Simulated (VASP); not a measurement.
Write the native input for VASP 6.6.1 that does the following.

- Task: electric field gradients
- Functional: PBE
- Potentials or basis: VASP PAW PBE potentials, release 64 (Ti_sv)
- Cutoff: 520 eV
- k mesh: 15 × 15 × 15
- Occupations: fermi-dirac, width 0.05 eV
- Spin: no spin polarisation
- Dipole correction: no
- Further INCAR settings: ALGO = Normal; EDIFF = 1e-08; NBANDS = 12

The structure of Ti lies in POSCAR:

```
Ti
1.0
    0.0000000000      2.0698140295      2.0698140295
    2.0698140295      0.0000000000      2.0698140295
    2.0698140295      2.0698140295      0.0000000000
Ti
1
Direct
    0.0000000000      0.0000000000      0.0000000000
```

This cell differs from its parent crystal: volume scaled by 1.06.

These files were run (other wordings do the same):

INCAR

```
PREC     = Accurate       # precision mode
ENCUT    = 520            # plane-wave cutoff, eV
EDIFF    = 1E-8           # SCF threshold, eV
ISMEAR   = -1             # smearing method
SIGMA    = 0.05           # smearing width, eV
LREAL    = False          # projectors in reciprocal space
LASPH    = True           # aspherical terms in the spheres
NELM     = 80             # most SCF steps
ALGO     = Normal         # electronic algorithm
ISIF     = 2              # what is computed and relaxed
LWAVE    = False          # write WAVECAR
LCHARG   = False          # write CHGCAR
GGA      = PE             # functional
LEFG     = True         
NBANDS   = 12             # bands
```

KPOINTS

```
regular mesh
0
Gamma
  15 15 15
```

Potentials or basis: VASP PAW PBE potentials, release 64 (Ti_sv).

The run is started by

```bash
$ cat potpaw_PBE.64/Ti_sv/POTCAR > POTCAR
$ mpirun -np 1 vasp_std > vasp.out
```

It gave:

```yaml
Pressure: -2.3 GPa
Band_gap_on_the_k_mesh: zero (band 6 reaches 8.86 eV, above the bottom of band 7 at 7.74 eV)
```

Caveat: without QUAD_EFG the Cq values of the log hold for a quadrupole moment of 1 mb, not for the nuclei.

Run time: 16 s on 1 thread of AMD EPYC 9R45 96-Core Processor (Zen 5), on a shared host, peak memory 0.12 GiB.
